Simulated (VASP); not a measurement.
# MgC2 (P-3m1) in VASP: further runs

The runs below take MgC2 through single point, with PBEsol.

Everything below comes from runs of VASP 6.6.1. Logs are shortened: lines on timing, memory, paths and dates and some standing lists are left out, and cuts for length are marked.

## Step 1: The cell of the first run

It takes space group P-3m1 (No. 164, trigonal). Conventional cell: a = 2.557 Å, b = 2.557 Å, c = 3.852 Å, α = 90.00°, β = 90.00°, γ = 120.00°. Mg (site symmetry -3m) has 12 C at 2.24 to 2.62 Å and 6 Mg at 2.56 Å within 3.0 Å. Within 2.1 Å of C (site symmetry 3m) lie 3 C at 1.55 Å.

## Step 2: Single point, PBEsol

Input file INCAR:

```
SYSTEM = MgC2
PREC = Accurate ; ENCUT = 520
EDIFF = 1E-7 ; ISMEAR = 1
SIGMA = 0.01 ; LREAL = .FALSE.
LASPH = .TRUE. ; NELM = 60
ALGO = Normal ; ISIF = 2
LWAVE = .FALSE. ; LCHARG = .TRUE.
GGA = PS ; LELF = .TRUE.
LVHAR = .TRUE. ; NBANDS = 12
```

Input file KPOINTS:

```
regular mesh
0
G
  5 5 3
  0 0 0
```

Input file POSCAR:

```
MgC2
1.0
    2.5572893450      0.0000000000      0.0000000000
   -1.2786446725      2.2146775376      0.0000000000
    0.0000000000      0.0000000000      3.8524324909
Mg C
1 2
Direct
    0.0000000000      0.0000000000      0.0000000000
    0.3333333333      0.6666666667      0.4369384779
    0.6666666667      0.3333333333      0.5630615221
```

Potentials or basis: VASP PAW PBE potentials, release 64 (Mg, C).

Command:

```console
> cat potpaw_PBE.64/Mg/POTCAR potpaw_PBE.64/C/POTCAR > POTCAR
> mpirun -np 1 vasp_std > vasp.out
```

OUTCAR:

```text
SYSTEM = MgC2
   PREC = Accurate
   ENCUT = 520
   EDIFF = 1E-7
   ISMEAR = 1
   LREAL = .FALSE.
   LASPH = .TRUE.
   NELM = 60
   ISIF = 2
   GGA = PS

 ion  position               nearest neighbor table
   1  0.000  0.000  0.000-   2 2.24   3 2.24   3 2.24   2 2.24   3 2.24   2 2.24   3 2.62   2 2.62
                             3 2.62   2 2.62   3 2.62   2 2.62
   2  0.333  0.667  0.437-   3 1.55   3 1.55   3 1.55   1 2.24   1 2.24   1 2.24   1 2.62   1 2.62
                             1 2.62
   3  0.667  0.333  0.563-   2 1.55   2 1.55   2 1.55   1 2.24   1 2.24   1 2.24   1 2.62   1 2.62
                             1 2.62

  LATTYP: Found a hexagonal cell.
 ALAT       =     2.5572893450
 C/A-ratio  =     1.5064515474

  Lattice vectors:

 A1 = (   2.5572893450,   0.0000000000,   0.0000000000)
 A2 = (  -1.2786446725,   2.2146775376,   0.0000000000)
 A3 = (   0.0000000000,   0.0000000000,   3.8524324909)

Analysis of symmetry for initial positions (statically):
=====================================================================
 Subroutine PRICEL returns:
 Original cell was already a primitive cell.

 Routine SETGRP: Setting up the symmetry group for a
 hexagonal supercell.

 Subroutine GETGRP returns: Found 12 space group operations
 (whereof 12 operations were pure point group operations)
 out of a pool of 24 trial point group operations.

The static configuration has the point symmetry D_3d.

Analysis of symmetry for dynamics (positions and initial velocities):
=====================================================================
 Subroutine PRICEL returns:
 Original cell was already a primitive cell.

 Routine SETGRP: Setting up the symmetry group for a
 hexagonal supercell.

 Subroutine GETGRP returns: Found 12 space group operations
 (whereof 12 operations were pure point group operations)
 out of a pool of 24 trial point group operations.

The dynamic configuration has the point symmetry D_3d.

 Subroutine INISYM returns: Found 12 space group operations
 (whereof 12 operations are pure point group operations),
 and found     1 'primitive' translations

----------------------------------------------------------------------------------------

                                     Primitive cell

  volume of cell :      21.8185

  direct lattice vectors                    reciprocal lattice vectors
     2.557289345  0.000000000  0.000000000     0.391039052  0.225766502  0.000000000
    -1.278644673  2.214677538  0.000000000     0.000000000  0.451533003  0.000000000
     0.000000000  0.000000000  3.852432491     0.000000000  0.000000000  0.259576255

  length of vectors
     2.557289345  2.557289345  3.852432491     0.451533003  0.451533003  0.259576255

  position of ions in fractional coordinates (direct lattice)
     0.000000000  0.000000000  0.000000000
     0.333333333  0.666666667  0.436938478
     0.666666667  0.333333333  0.563061522

  ion indices of the primitive-cell ions
   primitive index   ion index
                 1           1
                 2           2
                 3           3

----------------------------------------------------------------------------------------

 KPOINTS: regular mesh

Automatic generation of k-mesh.
 Grid dimensions read from file:
 generate k-points for:    5    5    3

 Generating k-lattice:

  Cartesian coordinates                     Fractional coordinates (reciprocal lattice)
     0.078207810  0.045153300  0.000000000     0.200000000  0.000000000  0.000000000
     0.000000000  0.090306601  0.000000000     0.000000000  0.200000000  0.000000000
     0.000000000  0.000000000  0.086525418     0.000000000  0.000000000  0.333333333

  Length of vectors
     0.090306601  0.090306601  0.086525418

  Shift w.r.t. Gamma in fractional coordinates (k-lattice)
     0.000000000  0.000000000  0.000000000

 Subroutine IBZKPT returns following result:
 ===========================================

 Found     12 irreducible k-points:

 Following reciprocal coordinates:
            Coordinates               Weight
  0.000000  0.000000  0.000000      1.000000
  0.200000  0.000000  0.000000      6.000000
  0.400000  0.000000  0.000000      6.000000
  0.200000  0.200000  0.000000      6.000000
  0.400000  0.200000  0.000000      6.000000
  0.000000  0.000000  0.333333      2.000000
  0.200000  0.000000  0.333333      6.000000
  0.000000  0.200000  0.333333      6.000000
  0.400000  0.000000  0.333333      6.000000
  0.000000  0.400000  0.333333      6.000000
  0.200000  0.200000  0.333333     12.000000
  0.400000  0.200000  0.333333     12.000000
   k-points           NKPTS =     12   k-points in BZ     NKDIM =     12   number of bands    NBANDS=     12
   number of dos      NEDOS =    301   number of ions     NIONS =      3
   total plane-waves  NPLWV =  12000
   dimension x,y,z NGX =    20 NGY =   20 NGZ =   30
   dimension x,y,z NGXF=    40 NGYF=   40 NGZF=   60
   ions per type =               1   2
   NGX,Y,Z   is equivalent  to a cutoff of  13.00, 13.00, 12.95 a.u.
   NGXF,Y,Z  is equivalent  to a cutoff of  26.00, 26.00, 25.89 a.u.
 SYSTEM =  MgC2
   PREC   = accura    normal or accurate (medium, high low for compatibility)
   ISTART =      0    job   : 0-new  1-cont  2-samecut
   ICHARG =      2    charge: 1-file 2-atom 10-const
   ISPIN  =      1    spin polarized calculation?
   LNONCOLLINEAR =      F non collinear calculations
   LSORBIT =      F    spin-orbit coupling
   LASPH  =      T    aspherical Exc in radial PAW
   ENCUT  =  520.0 eV  38.22 Ry    6.18 a.u.   4.75  4.75  7.16*2*pi/ulx,y,z
   NELM   =     60;   NELMIN=  2; NELMDL= -5     # of ELM steps
   EDIFF  = 0.1E-06   stopping-criterion for ELM
   LREAL  =      F    real-space projection
   EDIFFG = 0.1E-05   stopping-criterion for IOM
   NSW    =      0    number of steps for IOM
   IBRION =     -1    ionic relax: 0-MD 1-quasi-New 2-CG
   NFREE  =      0    steps in history (QN), initial steepest desc. (CG)
   ISIF   =      2    stress and relaxation
   ISYM   =      2    0-nonsym 1-usesym 2-fastsym
   POTIM  = 0.5000    time-step for ionic-motion
   TEBEG  =    0.0;   TEEND  =   0.0 temperature during run
   PSTRESS=    0.0 pullay stress
   NELECT =      10.0000    total number of electrons
   NUPDOWN=      -1.0000    fix difference up-down
   EMIN   =  10.00;   EMAX   =-10.00  energy-range for DOS
   EFERMI =   0.00;   METHOD = LEGACY
   ISMEAR =     1;   SIGMA  =   0.01  broadening in eV -4-tet -1-fermi 0-gaus
   EFERMI_NEDOS =   21; number of points for ismear=-14 and -15
   IALGO  =     38    algorithm
   IMIX   =      4    mixing-type and parameters
     AMIX     =   0.40;   BMIX     =  1.00
     AMIX_MAG =   1.60;   BMIX_MAG =  1.00
  volume/ion in A,a.u.               =       7.27        49.08
  Fermi-wavevector in a.u.,A,eV,Ry     =   1.262214  2.385239 21.676590  1.593184
  Thomas-Fermi vector in A             =   2.395634
   LORBIT       =      0    0 simple, 1 ext, 2 COOP (PROOUT), +10 PAW based schemes
   GGA     = PS    functional components
   LHFCALC =     F    Hartree Fock is set to
   AEXX    =    0.0000 exact exchange contribution
   IVDW    =     0    specifies the selected vdW correction
   LEPSILON=     F    determine dielectric tensor
   LRPA    =     F    only Hartree local field effects (RPA)
 non-spin polarized calculation
 Methfessel and Paxton  Order N= 1 SIGMA  =   0.01
  energy-cutoff  :      520.00
  volume of cell :       21.82
 maximum number of plane-waves:       596
 NGX is ok and might be reduce to    20
   NGX =  9   NGY =  9   NGZ = 15

 number of electron      10.0000000 magnetization

 Free energy of the ion-electron system (eV)
  ---------------------------------------------------
  ext. energy  EPLUGINS =         0.00000000
  ---------------------------------------------------
  free energy    TOTEN  =       -19.16676878 eV

  energy without entropy =      -19.16676878  energy(sigma->0) =      -19.16676878

 E-fermi :   9.1481     XC(G=0): -12.4804

 val. band max:        9.0639669845   @ k =   0.2000   0.0000   0.3333
 cond. band min:      11.6150373274   @ k =   0.4000   0.0000   0.0000
 fundamental gap:      2.5510703429
 Fermi energy:         9.1480846485

 k-point     1 :       0.0000    0.0000    0.0000
  band No.  band energies     occupation
      1     -10.7483      2.00000
      2       0.2438      2.00000
      3       4.3738      2.00000
      4       6.7156      2.00000
      5       6.7156      2.00000
      6      15.0766      0.00000
      7      15.0766      0.00000
      8      17.6284      0.00000
      9      17.6353      0.00000
     10      25.4624      0.00000
     11      25.6879      0.00000
     12      27.4991      0.00000

 k-point     2 :       0.2000    0.0000    0.0000
  band No.  band energies     occupation
      1      -9.7921      2.00000
      2       1.1455      2.00000
      3       3.1724      2.00000
      4       5.2480      2.00000
      5       5.3461      2.00000
      6      14.1280      0.00000
      7      15.8513      0.00000
      8      17.4147      0.00000
      9      19.3450      0.00000
     10      21.0257      0.00000
     11      25.5765      0.00000
     12      26.6267      0.00000

 k-point     3 :       0.4000    0.0000    0.0000
  band No.  band energies     occupation
      1      -7.0172      2.00000
      2      -2.3128      2.00000
      3       3.5898      2.00000
      4       3.6780      2.00000
      5       7.0702      2.00000
      6      11.6150      0.00000
      7      13.6037      0.00000
      8      14.9854      0.00000
      9      19.4103      0.00000
     10      20.7315      0.00000
     11      25.7760      0.00000
     12      26.5175      0.00000
[... 106 lines left out ...]
 k-point    11 :       0.2000    0.2000    0.3333
  band No.  band energies     occupation
      1      -7.7356      2.00000
      2       0.2240      2.00000
      3       1.2102      2.00000
      4       2.1147      2.00000
      5       8.4751      2.00000
      6      13.4888      0.00000
      7      15.7134      0.00000
      8      17.3925      0.00000
      9      18.4455      0.00000
     10      18.9398      0.00000
     11      24.4777      0.00000
     12      25.4330      0.00000

 k-point    12 :       0.4000    0.2000    0.3333
  band No.  band energies     occupation
      1      -4.7734      2.00000
      2      -3.5001      2.00000
      3       0.6780      2.00000
      4       3.9437      2.00000
      5       5.9363      2.00000
      6      13.7019      0.00000
      7      15.3844      0.00000
      8      16.6287      0.00000
      9      17.7279      0.00000
     10      22.3309      0.00000
     11      23.4195      0.00000
     12      25.3800      0.00000

------------------------ aborting loop because EDIFF is reached ----------------------------------------

  FORCE on cell =-STRESS in cart. coord.  units (eV):
  Direction    XX          YY          ZZ          XY          YZ          ZX
  --------------------------------------------------------------------------------------
  -------------------------------------------------------------------------------------
  Total        4.2539719      4.2539719      4.0908352      0.0000000     -0.0000000      0.0000000
  in kB      312.3775339    312.3775339    300.3980879      0.0000000     -0.0000000      0.0000000
  external PRESSURE =     308.3843852 kB  Pullay stress =       0.0000000 kB

 VOLUME and BASIS-vectors are now :
 -----------------------------------------------------------------------------
  energy-cutoff  :      520.00
  volume of cell :       21.82
      direct lattice vectors                 reciprocal lattice vectors
     2.557289345  0.000000000  0.000000000     0.391039052  0.225766502  0.000000000
    -1.278644673  2.214677538  0.000000000     0.000000000  0.451533003  0.000000000
     0.000000000  0.000000000  3.852432491     0.000000000  0.000000000  0.259576255

 POSITION                                       TOTAL-FORCE (eV/Angst)
 -----------------------------------------------------------------------------------
      0.00000      0.00000      0.00000        -0.000000      0.000000      0.000000
     -0.00000      1.47645      1.68328        -0.000000     -0.000000     -0.026025
      1.27864      0.73823      2.16916         0.000000      0.000000      0.026025
 -----------------------------------------------------------------------------------
    total drift:                                0.000000     -0.000000     -0.000000

  FREE ENERGIE OF THE ION-ELECTRON SYSTEM (eV)
  ---------------------------------------------------
  free  energy   TOTEN  =       -19.1667687819 eV

  energy  without entropy=      -19.1667687819  energy(sigma->0) =      -19.16676878
```

Run time: 8.7 s. Hardware: 1 thread of Intel Xeon 8259CL, shared host; peak memory 0.13 GiB.

Results:

```yaml
Free_energy: -19.1668 eV
Pressure: 30.8 GPa
Largest_force: 0.026 eV/Å
Band_gap_on_the_k_mesh: 2.55 eV (least direct gap 4.53 eV)
```

Forces on the atoms (eV/Å):
```
Mg   0.000  0.000  0.000
C    0.000  0.000 -0.026
C    0.000  0.000  0.026
```

Stress tensor (GPa, compression positive):
```
31.24  0.00  0.00
 0.00 31.24  0.00
 0.00  0.00 30.04
```

Caveat: the k points lie up to 0.57 Å⁻¹ apart; the PAW data sets were made with another functional, which shifts forces and pressure a little. A k mesh can miss the band edges.

## Step 3: Single point, PBEsol

This run uses another cell than the first one, of 8.39 Å³/atom.

Input file INCAR:

```
SYSTEM = MgC2
  ALGO = Normal
  EDIFF = 1E-7
  ENCUT = 520
  GGA = PS
  ISIF = 2
  ISMEAR = 1
  LASPH = .TRUE.
  LCHARG = .FALSE.
  LREAL = .FALSE.
  LWAVE = .FALSE.
  NBANDS = 12
  NELM = 80
  PREC = Accurate
  SIGMA = 0.01
```

Input file KPOINTS:

```
k-points
0
G
  5 5 3
  0 0 0
```

Input file POSCAR:

```
MgC2
1.0
    2.6199952605      0.0000000000      0.0000000000
   -1.3099976302      2.2689824534      0.0000000000
    0.0000000000      0.0000000000      4.2344913332
Mg C
1 2
Direct
    0.0000000000      0.0000000000      0.0000000000
    0.3333333333      0.6666666667      0.4476877938
    0.6666666667      0.3333333333      0.5523122062
```

Potentials or basis: VASP PAW PBE potentials, release 64 (Mg, C).

Command:

```console
> cat potpaw_PBE.64/Mg/POTCAR potpaw_PBE.64/C/POTCAR > POTCAR
> mpirun -np 1 vasp_std > vasp.out
```

Run time: 8.4 s. Hardware: 1 thread of Intel Xeon 8259CL, shared host; peak memory 0.13 GiB.

The run converged. Its results:

```yaml
Free_energy: -19.4377 eV
Pressure: 0.4 GPa
Largest_force: 0.027 eV/Å
Band_gap_on_the_k_mesh: 1.93 eV (least direct gap 3.15 eV)
```

Forces in eV/Å, atoms in the order of the input:
```
Mg   0.000  0.000  0.000
C    0.000  0.000 -0.027
C    0.000  0.000  0.027
```

Stress tensor (GPa, compression positive):
```
 0.77  0.00  0.00
 0.00  0.77  0.00
 0.00  0.00 -0.22
```

Levels at points of the mesh, in eV from the valence-band top:
```csv
k point,band 3,band 4,band 5,band 6,band 7,band 8
"(0.00, 0.00, 0.00)",-4.73,-2.13,-2.13,6.28,6.28,7.45
```

Caveat: the k points lie up to 0.55 Å⁻¹ apart; the PAW data sets were made with another functional, which shifts forces and pressure a little.
